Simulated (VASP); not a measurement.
# NaCl (Fm-3m) in VASP: dielectric tensor with r2SCAN

Aim: the dielectric tensor of NaCl with r2SCAN.

Everything below comes from runs of VASP 6.6.1. Logs are shortened: lines on timing, memory, paths and dates and some standing lists are left out, and cuts for length are marked.

## Step 1: The cell of the first run

The structure is cubic, space group Fm-3m (No. 225). The conventional cell has a = 5.605 Å, b = 5.605 Å, c = 5.605 Å, α = 90.00°, β = 90.00°, γ = 90.00°. Na (site symmetry m-3m) has 6 Cl at 2.80 Å within 3.7 Å. Cl (site symmetry m-3m) has 6 Na at 2.80 Å within 3.7 Å.

## Step 2: Dielectric tensor, r2SCAN

INCAR reads:

```
SYSTEM = NaCl
ALGO     = Normal         ! electronic algorithm
EDIFF    = 1E-8           ! SCF threshold, eV
ENCUT    = 520            ! plane-wave cutoff, eV
ISIF     = 2              ! what is computed and relaxed
ISMEAR   = 0              ! smearing method
LASPH    = .True.         ! aspherical terms in the spheres
LCALCEPS = .True.       
LCHARG   = .False.        ! write CHGCAR
LMIXTAU  = .True.       
LREAL    = .False.        ! projectors in reciprocal space
LWAVE    = .False.        ! write WAVECAR
METAGGA  = R2SCAN         ! meta-GGA
NELM     = 80             ! most SCF steps
PREC     = Accurate       ! precision mode
SIGMA    = 0.01           ! smearing width, eV
```

KPOINTS reads:

```
k-points
0
Gamma
  6 6 6
  0 0 0
```

POSCAR reads:

```
NaCl
1.0
    0.0000000000      2.8026987877      2.8026987877
    2.8026987877      0.0000000000      2.8026987877
    2.8026987877      2.8026987877      0.0000000000
Na Cl
1 1
Direct
    0.0000000000      0.0000000000      0.0000000000
    0.5000000000      0.5000000000      0.5000000000
```

Potentials or basis: VASP PAW PBE potentials, release 64 (Na_pv, Cl).

On the command line:

```
cat potpaw_PBE.64/Na_pv/POTCAR potpaw_PBE.64/Cl/POTCAR > POTCAR
mpirun -np 1 vasp_std > vasp.out
```

OUTCAR:

```text
SYSTEM = NaCl
   EDIFF = 1E-8
   ENCUT = 520
   ISIF = 2
   ISMEAR = 0
   LASPH = .True.
   LREAL = .False.
   METAGGA = R2SCAN
   NELM = 80
   PREC = Accurate

 ion  position               nearest neighbor table
   1  0.000  0.000  0.000-
   2  0.500  0.500  0.500-

  LATTYP: Found a face centered cubic cell.
 ALAT       =     5.6053975754

  Lattice vectors:

 A1 = (   0.0000000000,   2.8026987877,   2.8026987877)
 A2 = (   2.8026987877,   0.0000000000,   2.8026987877)
 A3 = (   2.8026987877,   2.8026987877,   0.0000000000)

Analysis of symmetry for initial positions (statically):
=====================================================================
 Subroutine PRICEL returns:
 Original cell was already a primitive cell.

 Routine SETGRP: Setting up the symmetry group for a
 face centered cubic supercell.

 Subroutine GETGRP returns: Found 48 space group operations
 (whereof 48 operations were pure point group operations)
 out of a pool of 48 trial point group operations.

The static configuration has the point symmetry O_h .

Analysis of symmetry for dynamics (positions and initial velocities):
=====================================================================
 Subroutine PRICEL returns:
 Original cell was already a primitive cell.

 Routine SETGRP: Setting up the symmetry group for a
 face centered cubic supercell.

 Subroutine GETGRP returns: Found 48 space group operations
 (whereof 48 operations were pure point group operations)
 out of a pool of 48 trial point group operations.

The dynamic configuration has the point symmetry O_h .

 Subroutine INISYM returns: Found 48 space group operations
 (whereof 48 operations are pure point group operations),
 and found     1 'primitive' translations

----------------------------------------------------------------------------------------

                                     Primitive cell

  volume of cell :      44.0311

  direct lattice vectors                    reciprocal lattice vectors
     0.000000000  2.802698788  2.802698788    -0.178399478  0.178399478  0.178399478
     2.802698788  0.000000000  2.802698788     0.178399478 -0.178399478  0.178399478
     2.802698788  2.802698788  0.000000000     0.178399478  0.178399478 -0.178399478

  length of vectors
[... 129 lines left out ...]
 val. band max:       -1.0571784564   @ k =   0.0000   0.0000   0.0000
 cond. band min:   10000.0000000000   @ k =   0.0000   0.0000   0.0000
 fundamental gap:  10001.0571784564
 Fermi energy:        -0.9872505073

 k-point     1 :       0.0000    0.0000    0.0000
  band No.  band energies     occupation
      1     -22.5425      2.00000
      2     -22.5421      2.00000
      3     -22.5421      2.00000
      4     -14.3221      2.00000
      5      -1.0572      2.00000
      6      -1.0572      2.00000
      7      -1.0572      2.00000
      8   10000.0000      0.00000
      9   10000.0000      0.00000
     10   10000.0000      0.00000
     11   10000.0000      0.00000
[... 309 lines left out ...]
 k-point    24 :       0.0000    0.3333    0.1667
  band No.  band energies     occupation
      1     -22.5598      2.00000
      2     -22.5459      2.00000
      3     -22.5454      2.00000
      4     -14.0701      2.00000
      5      -2.3594      2.00000
      6      -1.4199      2.00000
      7      -1.3791      2.00000
      8   10000.0000      0.00000
      9   10000.0000      0.00000
     10   10000.0000      0.00000
     11   10000.0000      0.00000

 [... further k-points ...]

------------------------ aborting loop because EDIFF is reached ----------------------------------------

            Ionic dipole moment: p[ion]=(   -19.61889   -19.61889   -19.61889 ) |e| Angst

 Total electronic dipole moment: p[elc]=(     0.00000     0.00000     0.00343 ) |e| Angst

 MACROSCOPIC STATIC DIELECTRIC TENSOR (including local field effects)
 ------------------------------------------------------
           2.409040     0.000000    -0.000000
           0.000000     2.409040     0.000000
           0.000000     0.000000     2.409040
 ------------------------------------------------------

 PIEZOELECTRIC TENSOR (including local field effects) (e Angst)
          XX          YY          ZZ          XY          YZ          ZX
  --------------------------------------------------------------------------------
  x     0.00000     0.00000     0.00000     0.00000     0.00000     0.00000
  y     0.00000     0.00000     0.00000     0.00000     0.00000     0.00000
  z     0.00000     0.00000     0.00000     0.00000     0.00000     0.00000

 PIEZOELECTRIC TENSOR (including local field effects) (C/m^2)
          XX          YY          ZZ          XY          YZ          ZX
  --------------------------------------------------------------------------------
  x     0.00000     0.00000     0.00000     0.00000     0.00000     0.00000
  y     0.00000     0.00000     0.00000     0.00000     0.00000     0.00000
  z     0.00000     0.00000     0.00000     0.00000     0.00000     0.00000

 BORN EFFECTIVE CHARGES (including local field effects) (in |e|, cummulative output)
 ---------------------------------------------------------------------------------
 ion    1
    1     1.06640     0.00000     0.00000
    2     0.00000     1.06640     0.00000
    3     0.00000    -0.00000     1.06640
 ion    2
    1    -1.06640     0.00000     0.00000
    2     0.00000    -1.06640     0.00000
    3    -0.00000    -0.00000    -1.06640

  FORCE on cell =-STRESS in cart. coord.  units (eV):
  Direction    XX          YY          ZZ          XY          YZ          ZX
  --------------------------------------------------------------------------------------
  -------------------------------------------------------------------------------------
  Total       -0.0430293     -0.0430293     -0.0430293     -0.0000000     -0.0000000      0.0000000
  in kB       -1.5657271     -1.5657271     -1.5657271     -0.0000000     -0.0000000      0.0000000
  external PRESSURE =      -1.5657271 kB  Pullay stress =       0.0000000 kB

 VOLUME and BASIS-vectors are now :
 -----------------------------------------------------------------------------
  energy-cutoff  :      520.00
  volume of cell :       44.03
      direct lattice vectors                 reciprocal lattice vectors
     0.000000000  2.802698788  2.802698788    -0.178399478  0.178399478  0.178399478
     2.802698788  0.000000000  2.802698788     0.178399478 -0.178399478  0.178399478
     2.802698788  2.802698788  0.000000000     0.178399478  0.178399478 -0.178399478

 POSITION                                       TOTAL-FORCE (eV/Angst)
 -----------------------------------------------------------------------------------
      0.00000      0.00000      0.00000         0.000000      0.000000      0.000000
      2.80270      2.80270      2.80270        -0.000000     -0.000000     -0.000000
 -----------------------------------------------------------------------------------
    total drift:                               -0.000000      0.000000      0.000000

  FREE ENERGIE OF THE ION-ELECTRON SYSTEM (eV)
  ---------------------------------------------------
  free  energy   TOTEN  =       -13.7901075024 eV

  energy  without entropy=      -13.7901075024  energy(sigma->0) =      -13.79010750
```

OSZICAR:

```text
N       E                     dE             d eps       ncg     rms          rms(c)
DAV:   1     0.912930901524E+02    0.91293E+02   -0.74073E+03   352   0.128E+03
DAV:   2    -0.616906892918E+01   -0.97462E+02   -0.89421E+02   394   0.289E+02
DAV:   3    -0.157463971315E+02   -0.95773E+01   -0.95218E+01   418   0.898E+01
[... 12 lines left out ...]
DMP:   7    -0.137901073342E+02   -0.11695E-06   -0.15617E-06   748   0.510E-06  -0.229E-06
DMP:   8    -0.137901074026E+02   -0.68391E-07   -0.11920E-06   748   0.325E-06  -0.511E-07
DMP:   9    -0.137901074679E+02   -0.65357E-07   -0.54420E-07   748   0.121E-06   0.292E-07
DMP:  10    -0.137901074877E+02   -0.19822E-07   -0.18989E-07   748   0.640E-07  -0.317E-07
DMP:  11    -0.137901074941E+02   -0.63740E-08   -0.16034E-07   748   0.463E-07  -0.119E-07
DMP:  12    -0.137901075024E+02   -0.82634E-08   -0.76129E-08   748   0.171E-07   0.370E-08
   1 F= -.13790108E+02 E0= -.13790108E+02  d E =-.448439E-25
```

It took 27 min on 1 thread of Intel Xeon Platinum 8259CL at 2.50GHz (Skylake/Cascade Lake), shared host; peak memory 0.29 GiB.

Results:

```yaml
Band_gap_on_the_k_mesh: 6.00 eV, direct
Electronic_dielectric_tensor_diagonal: 2.41
Born_charges_mean_of_the_diagonal: Na +1.07; Cl -1.07 e
```

Levels at points of the mesh, in eV from the valence-band top:
| k point | band 5 | band 6 | band 7 | band 8 | band 9 | band 10 |
| --- | --- | --- | --- | --- | --- | --- |
| (0.00, 0.00, 0.00) | 0.00 | 0.00 | 0.00 | 6.00 | 11.78 | 11.78 |
| (0.50, 0.00, 0.00) | -1.98 | -0.29 | -0.29 | 7.98 | 11.77 | 11.81 |
| (0.50, 0.50, 0.00) | -1.73 | -0.63 | -0.63 | 8.50 | 8.60 | 12.35 |

Electronic dielectric tensor:
```
2.41 0.00 0.00
0.00 2.41 0.00
0.00 0.00 2.41
```

Born effective charge tensors (e):
atom 1, Na
```
1.07 0.00 0.00
0.00 1.07 0.00
0.00 0.00 1.07
```
atom 2, Cl
```
-1.07  0.00  0.00
 0.00 -1.07  0.00
 0.00  0.00 -1.07
```

Dipole moments of the cell (e·Å, modulo the quantum): ionic -19.619, -19.619, -19.619; electronic 0.000, 0.000, 0.003

Caveat: the PAW data sets were made with another functional, which shifts forces and pressure a little. r2SCAN opens gaps a little over a GGA but as a rule still falls short of measured ones.
